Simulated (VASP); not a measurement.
# NaF (I4/mmm) in VASP: notebook

Runs on NaF. Level: PBEsol. Tasks: single point.

All numbers are computed with VASP 6.6.1; they aren't measurements. Logs are shortened: lines on timing, memory, paths and dates and some standing lists are left out, and cuts for length are marked.

## 1. The cell of the first run

It takes space group I4/mmm (No. 139, tetragonal). The conventional cell has a = 3.286 Å, b = 3.286 Å, c = 4.577 Å, α = 90.00°, β = 90.00°, γ = 90.00°. Na (site symmetry 4/mmm) has 6 F at 2.29 to 2.32 Å within 3.0 Å. F (site symmetry 4/mmm) has 6 Na at 2.29 to 2.32 Å within 3.0 Å.

## 2. Single point, PBEsol (strain +0.000 along x and y, -0.015 along z)

Input file INCAR:

```
SYSTEM = NaF
ALGO = Normal
EDIFF = 1E-7
ENCUT = 520
GGA = PS
ISIF = 2
ISMEAR = 0
LASPH = .True.
LCHARG = .False.
LREAL = .False.
LWAVE = .False.
NBANDS = 14
NELM = 100
PREC = Accurate
SIGMA = 0.05
```

Input file KPOINTS:

```
k-points
0
Gamma
  8 8 8
  0 0 0
```

Input file POSCAR:

```
NaF
1.0
    0.0000000000      2.3233000000      2.2884505000
    2.3233000000      0.0000000000      2.2884505000
    2.3233000000      2.3233000000      0.0000000000
Na F
1 1
Direct
    0.0000000000      0.0000000000      0.0000000000
    0.5000000000      0.5000000000      0.5000000000
```

Potentials or basis: VASP PAW PBE potentials, release 64 (Na_pv, F).

On the command line:

```bash
cat potpaw_PBE.64/Na_pv/POTCAR potpaw_PBE.64/F/POTCAR > POTCAR
mpirun -np 1 vasp_std > vasp.out
```

OUTCAR:

```text
SYSTEM = NaF
   EDIFF = 1E-7
   ENCUT = 520
   GGA = PS
   ISIF = 2
   ISMEAR = 0
   LASPH = .True.
   LREAL = .False.
   NELM = 100
   PREC = Accurate

 ion  position               nearest neighbor table
   1  0.000  0.000  0.000-   2 2.29   2 2.29   2 2.32   2 2.32   2 2.32   2 2.32
   2  0.500  0.500  0.500-   1 2.29   1 2.29   1 2.32   1 2.32   1 2.32   1 2.32

  LATTYP: Found a body centered tetragonal cell.
 ALAT       =     3.2856423695
 C/A-ratio  =     1.3930003589

  Lattice vectors:

 A1 = (   0.0000000000,  -2.3233000000,  -2.2884505000)
 A2 = (   0.0000000000,   2.3233000000,  -2.2884505000)
 A3 = (   2.3233000000,   0.0000000000,   2.2884505000)

Analysis of symmetry for initial positions (statically):
=====================================================================
 Subroutine PRICEL returns:
 Original cell was already a primitive cell.

 Routine SETGRP: Setting up the symmetry group for a
 body centered tetragonal supercell.

 Subroutine GETGRP returns: Found 16 space group operations
 (whereof 16 operations were pure point group operations)
 out of a pool of 16 trial point group operations.

The static configuration has the point symmetry D_4h.

Analysis of symmetry for dynamics (positions and initial velocities):
=====================================================================
 Subroutine PRICEL returns:
 Original cell was already a primitive cell.

 Routine SETGRP: Setting up the symmetry group for a
 body centered tetragonal supercell.

 Subroutine GETGRP returns: Found 16 space group operations
 (whereof 16 operations were pure point group operations)
 out of a pool of 16 trial point group operations.

The dynamic configuration has the point symmetry D_4h.

 Subroutine INISYM returns: Found 16 space group operations
 (whereof 16 operations are pure point group operations),
 and found     1 'primitive' translations

----------------------------------------------------------------------------------------

                                     Primitive cell

  volume of cell :      24.7048

  direct lattice vectors                    reciprocal lattice vectors
     0.000000000  2.323300000  2.288450500    -0.215211122  0.215211122  0.218488449
     2.323300000  0.000000000  2.288450500     0.215211122 -0.215211122  0.218488449
     2.323300000  2.323300000  0.000000000     0.215211122  0.215211122 -0.218488449

  length of vectors
     3.261093157  3.261093157  3.285642369     0.374658320  0.374658320  0.374658320

  position of ions in fractional coordinates (direct lattice)
[... 91 lines left out ...]
   NUPDOWN=      -1.0000    fix difference up-down
   EMIN   =  10.00;   EMAX   =-10.00  energy-range for DOS
   EFERMI =   0.00;   METHOD = LEGACY
   ISMEAR =     0;   SIGMA  =   0.05  broadening in eV -4-tet -1-fermi 0-gaus
   EFERMI_NEDOS =   21; number of points for ismear=-14 and -15
   IALGO  =     38    algorithm
   IMIX   =      4    mixing-type and parameters
     AMIX     =   0.40;   BMIX     =  1.00
     AMIX_MAG =   1.60;   BMIX_MAG =  1.00
  volume/ion in A,a.u.               =      12.35        83.36
  Fermi-wavevector in a.u.,A,eV,Ry     =   1.354743  2.560092 24.971149  1.835328
  Thomas-Fermi vector in A             =   2.481889
   LORBIT       =      0    0 simple, 1 ext, 2 COOP (PROOUT), +10 PAW based schemes
   GGA     = PS    functional components
   LHFCALC =     F    Hartree Fock is set to
   AEXX    =    0.0000 exact exchange contribution
   IVDW    =     0    specifies the selected vdW correction
   LEPSILON=     F    determine dielectric tensor
   LRPA    =     F    only Hartree local field effects (RPA)
 non-spin polarized calculation
 Gauss-broadening in eV      SIGMA  =   0.05
  energy-cutoff  :      520.00
  volume of cell :       24.70
 maximum number of plane-waves:       676
   NGX = 13   NGY = 13   NGZ = 13

 number of electron      13.9999984 magnetization

 Free energy of the ion-electron system (eV)
  ---------------------------------------------------
  ext. energy  EPLUGINS =         0.00000000
  ---------------------------------------------------
  free energy    TOTEN  =        -8.76751032 eV

  energy without entropy =       -8.76751032  energy(sigma->0) =       -8.76751032

 E-fermi :  -1.8429     XC(G=0):  -9.3683

 val. band max:       -2.1467324563   @ k =   0.0000   0.0000   0.0000
 cond. band min:       4.0503303706   @ k =   0.0000   0.0000   0.0000
 fundamental gap:      6.1970628269
 Fermi energy:        -1.8428907198

 k-point     1 :       0.0000    0.0000    0.0000
  band No.  band energies     occupation
      1     -21.2159      2.00000
      2     -20.8960      2.00000
      3     -20.8960      2.00000
      4     -20.8915      2.00000
      5      -2.1473      2.00000
      6      -2.1467      2.00000
      7      -2.1467      2.00000
      8       4.0503      0.00000
      9      16.7109      0.00000
     10      16.7109      0.00000
     11      16.8209      0.00000
     12      19.4458      0.00000
     13      21.6189      0.00000
     14      22.0605      0.00000
[... 377 lines left out ...]
      1     -21.6793      2.00000
      2     -20.9162      2.00000
      3     -20.9117      2.00000
      4     -20.3120      2.00000
      5      -3.4038      2.00000
      6      -2.4354      2.00000
      7      -2.3830      2.00000
      8       7.3076      0.00000
      9      11.7141      0.00000
     10      16.8514      0.00000
     11      17.5577      0.00000
     12      18.8213      0.00000
     13      21.9463      0.00000
     14      23.6486      0.00000

 [... further k-points ...]

------------------------ aborting loop because EDIFF is reached ----------------------------------------

  FORCE on cell =-STRESS in cart. coord.  units (eV):
  Direction    XX          YY          ZZ          XY          YZ          ZX
  --------------------------------------------------------------------------------------
  -------------------------------------------------------------------------------------
  Total       -0.0344952     -0.0344952      0.1683819      0.0000000      0.0000000      0.0000000
  in kB       -2.2371064     -2.2371064     10.9200285      0.0000000      0.0000000      0.0000000
  external PRESSURE =       2.1486052 kB  Pullay stress =       0.0000000 kB

 VOLUME and BASIS-vectors are now :
 -----------------------------------------------------------------------------
  energy-cutoff  :      520.00
  volume of cell :       24.70
      direct lattice vectors                 reciprocal lattice vectors
     0.000000000  2.323300000  2.288450500    -0.215211122  0.215211122  0.218488449
     2.323300000  0.000000000  2.288450500     0.215211122 -0.215211122  0.218488449
     2.323300000  2.323300000  0.000000000     0.215211122  0.215211122 -0.218488449

 POSITION                                       TOTAL-FORCE (eV/Angst)
 -----------------------------------------------------------------------------------
      0.00000      0.00000      0.00000        -0.000000      0.000000      0.000000
      2.32330      2.32330      2.28845         0.000000     -0.000000     -0.000000
 -----------------------------------------------------------------------------------
    total drift:                                0.000000     -0.000000      0.000000

  FREE ENERGIE OF THE ION-ELECTRON SYSTEM (eV)
  ---------------------------------------------------
  free  energy   TOTEN  =        -8.7675103199 eV

  energy  without entropy=       -8.7675103199  energy(sigma->0) =       -8.76751032
```

OSZICAR:

```text
N       E                     dE             d eps       ncg     rms          rms(c)
DAV:   1     0.104372432237E+03    0.10437E+03   -0.76988E+03  1688   0.123E+03
DAV:   2    -0.449163958483E+01   -0.10886E+03   -0.10189E+03  1846   0.343E+02
DAV:   3    -0.949788990126E+01   -0.50063E+01   -0.49975E+01  2030   0.665E+01
DAV:   4    -0.953672487987E+01   -0.38835E-01   -0.38833E-01  1862   0.631E+00
DAV:   5    -0.953712358771E+01   -0.39871E-03   -0.39870E-03  2102   0.632E-01    0.491E+00
DAV:   6    -0.878275622118E+01    0.75437E+00   -0.25902E+00  1998   0.145E+01    0.180E+00
DAV:   7    -0.876832623081E+01    0.14430E-01   -0.29329E-02  1736   0.209E+00    0.103E+00
DAV:   8    -0.876715965653E+01    0.11666E-02   -0.25348E-02  1802   0.339E+00    0.152E-01
DAV:   9    -0.876765120768E+01   -0.49155E-03   -0.43782E-03  2060   0.637E-01    0.122E-01
DAV:  10    -0.876750632802E+01    0.14488E-03   -0.10022E-03  1850   0.377E-01    0.112E-02
DAV:  11    -0.876751009699E+01   -0.37690E-05   -0.39960E-05  1892   0.134E-01    0.726E-03
DAV:  12    -0.876751030766E+01   -0.21067E-06   -0.56867E-06  1970   0.305E-02    0.286E-03
DAV:  13    -0.876751031990E+01   -0.12231E-07   -0.82050E-07  1868   0.837E-03
   1 F= -.87675103E+01 E0= -.87675103E+01  d E =-.144790E-19
```

stdout:

```text
POSCAR found type information on POSCAR NaF
 POSCAR found :  2 types and       2 ions
 scaLAPACK will be used
 -----------------------------------------------------------------------------
|                                                                             |
|                                                                             |
|     You enforced a specific xc type in the INCAR file but a different       |
|     I HOPE YOU KNOW WHAT YOU ARE DOING!                                     |
|                                                                             |
 -----------------------------------------------------------------------------

 LDA part: xc-table for (Slater+PW92), standard interpolation
 POSCAR, INCAR and KPOINTS ok, starting setup
 FFT: planning ... GRIDC
 FFT: planning ... GRID_SOFT
 FFT: planning ... GRID
 WAVECAR not read
 entering main loop
```

Run time: 12 s. Hardware: 1 thread of Intel Xeon 8259CL, shared host; peak memory 0.14 GiB.

Results:

```yaml
Free_energy: -8.7675 eV
Pressure: 0.2 GPa
Band_gap_on_the_k_mesh: 6.20 eV
```

Stress tensor (GPa, compression positive):
```
-0.22  0.00  0.00
 0.00 -0.22  0.00
 0.00  0.00  1.09
```

Levels at points of the mesh, in eV from the valence-band top:
```tsv
k point	band 5	band 6	band 7	band 8	band 9	band 10
(0.00, 0.00, 0.00)	0.00	0.00	0.00	6.20	18.86	18.86
(0.50, 0.00, 0.00)	-1.63	-0.27	-0.26	10.65	12.39	19.91
(0.50, 0.50, 0.00)	-1.29	-0.43	-0.43	13.02	13.17	13.64
(0.50, 0.00, 0.50)	-1.32	-0.42	-0.39	12.97	13.17	13.58
```

Caveat: the cell differs from its parent crystal (strain +0.000 along x and y, -0.015 along z); the PAW data sets were made with another functional, which shifts forces and pressure a little.

## 3. Single point, PBEsol (strain -0.015 along x and y, +0.015 along z)

Input file INCAR:

```
ALGO = Normal
EDIFF = 1E-6
ENCUT = 520
GGA = PS
ISIF = 2
ISMEAR = 0
LASPH = True
LCHARG = False
LREAL = False
LWAVE = False
NBANDS = 14
NELM = 80
PREC = Accurate
SIGMA = 0.05
```

Input file KPOINTS:

```
k-points
0
Gamma
  8 8 8
```

Input file POSCAR:

```
NaF
1.0
    0.0000000000      2.2884505000      2.3581495000
    2.2884505000      0.0000000000      2.3581495000
    2.2884505000      2.2884505000      0.0000000000
Na F
1 1
Direct
    0.0000000000      0.0000000000      0.0000000000
    0.5000000000      0.5000000000      0.5000000000
```

Potentials or basis: VASP PAW PBE potentials, release 64 (Na_pv, F).

On the command line:

```bash
cat potpaw_PBE.64/Na_pv/POTCAR potpaw_PBE.64/F/POTCAR > POTCAR
mpirun -np 1 vasp_std > vasp.out
```

OUTCAR:

```text
EDIFF = 1E-6
   ENCUT = 520
   GGA = PS
   ISIF = 2
   ISMEAR = 0
   LASPH = True
   LREAL = False
   NELM = 80
   PREC = Accurate

 ion  position               nearest neighbor table
   1  0.000  0.000  0.000-   2 2.29   2 2.29   2 2.29   2 2.29
   2  0.500  0.500  0.500-   1 2.29   1 2.29   1 2.29   1 2.29

  LATTYP: Found a body centered tetragonal cell.
 ALAT       =     3.2363577339
 C/A-ratio  =     1.4572860567

  Lattice vectors:

 A1 = (  -2.2884505000,   0.0000000000,   2.3581495000)
[... 593 lines left out ...]

------------------------ aborting loop because EDIFF is reached ----------------------------------------

  FORCE on cell =-STRESS in cart. coord.  units (eV):
  Direction    XX          YY          ZZ          XY          YZ          ZX
  --------------------------------------------------------------------------------------
  -------------------------------------------------------------------------------------
  Total        0.1590341      0.1590341     -0.2117127      0.0000000      0.0000000      0.0000000
  in kB       10.3161234     10.3161234    -13.7332410      0.0000000      0.0000000      0.0000000
  external PRESSURE =       2.2996686 kB  Pullay stress =       0.0000000 kB

 VOLUME and BASIS-vectors are now :
 -----------------------------------------------------------------------------
  energy-cutoff  :      520.00
  volume of cell :       24.70
      direct lattice vectors                 reciprocal lattice vectors
     0.000000000  2.288450500  2.358149500    -0.218488449  0.218488449  0.212030662
     2.288450500  0.000000000  2.358149500     0.218488449 -0.218488449  0.212030662
     2.288450500  2.288450500  0.000000000     0.218488449  0.218488449 -0.212030662

 POSITION                                       TOTAL-FORCE (eV/Angst)
 -----------------------------------------------------------------------------------
      0.00000      0.00000      0.00000         0.000000     -0.000000      0.000000
      2.28845      2.28845      2.35815        -0.000000      0.000000     -0.000000
 -----------------------------------------------------------------------------------
    total drift:                                0.000000     -0.000000      0.000000

  FREE ENERGIE OF THE ION-ELECTRON SYSTEM (eV)
  ---------------------------------------------------
  free  energy   TOTEN  =        -8.7647294798 eV

  energy  without entropy=       -8.7647294798  energy(sigma->0) =       -8.76472948
```

Wall time 10 s (1 thread of Intel Xeon 8259CL, shared host); peak memory 0.14 GiB.

What came out:

* Free energy: -8.7647 eV
* Pressure: 0.2 GPa
* Band gap on the k mesh: 6.20 eV

Caveat: the cell differs from its parent crystal (strain -0.015 along x and y, +0.015 along z); the PAW data sets were made with another functional, which shifts forces and pressure a little.

[end of part 1 of 2]
